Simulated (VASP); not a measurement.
## AlNi3: single point with r2SCAN

The system is AlNi3.

```xyz
4
Lattice="3.5283 0.0000 0.0000 0.0000 3.5283 0.0000 0.0000 0.0000 3.5283" Properties=species:S:1:pos:R:3 pbc="T T T"
Al    0.0000    0.0000    0.0000
Ni    1.7642    1.7642    0.0000
Ni    0.0000    1.7642    1.7642
Ni    1.7642    0.0000    1.7642
```

```json
{
 "Program": "VASP 6.6.1",
 "Task": "single point",
 "Functional": "r2SCAN",
 "Potentials or basis": "VASP PAW PBE potentials, release 64 (Al, Ni)",
 "Cutoff": "520 eV",
 "k mesh": "6 × 6 × 6",
 "Occupations": "gaussian, width 0.1 eV",
 "Spin": "collinear spin, ferromagnetic start",
 "Starting moments": "[0.0, 0.41, 0.41, 0.41] μB"
}
```

```yaml
Pressure: -0.1 GPa
Net_moment: 0.85 μB per cell
Site_moments: Al -0.02; Ni +0.32 μB
Valence_electrons_inside_the_program's_atomic_spheres: Al 0.83; Ni 9.48
```

Levels at points of the mesh, in eV from the Fermi level:
Spin up:
| k point | band 14 | band 15 | band 16 | band 17 | band 18 | band 19 | band 20 | band 21 |
| --- | --- | --- | --- | --- | --- | --- | --- | --- |
| (0.00, 0.00, 0.00) | -0.39 | -0.39 | -0.39 | 0.90 | 0.90 | 0.90 | 6.81 | 6.81 |
| (0.50, 0.00, 0.00) | -1.44 | -1.31 | -0.77 | -0.39 | 5.82 | 5.82 | 5.84 | 5.84 |
| (0.50, 0.50, 0.00) | -1.44 | -1.33 | -1.22 | -0.78 | 0.66 | 0.66 | 8.57 | 8.57 |
| (0.50, 0.50, 0.50) | -1.33 | -1.33 | -0.54 | -0.54 | -0.54 | -0.27 | 3.75 | 4.18 |
Spin down:
| k point | band 12 | band 13 | band 14 | band 15 | band 16 | band 17 | band 18 | band 19 | band 20 | band 21 |
| --- | --- | --- | --- | --- | --- | --- | --- | --- | --- | --- |
| (0.00, 0.00, 0.00) | -0.63 | 0.00 | 0.52 | 0.52 | 0.52 | 0.71 | 0.71 | 0.71 | 6.97 | 6.97 |
| (0.50, 0.00, 0.00) | -1.31 | -0.95 | -0.94 | -0.94 | -0.50 | 0.52 | 5.85 | 5.85 | 5.88 | 5.88 |
| (0.50, 0.50, 0.00) | -1.37 | -1.36 | -1.25 | -0.93 | -0.58 | -0.48 | 1.22 | 1.22 | 8.58 | 8.58 |
| (0.50, 0.50, 0.50) | -1.45 | -1.45 | -1.05 | -1.05 | -0.43 | 0.21 | 0.21 | 0.21 | 3.88 | 4.55 |

It took 73 s on 1 thread of Intel(R) Xeon(R) 6975P-C (Granite Rapids), with other jobs on the host, peak memory 0.2 GiB.

Caveat: the PAW data sets were made with another functional, which shifts forces and pressure a little.
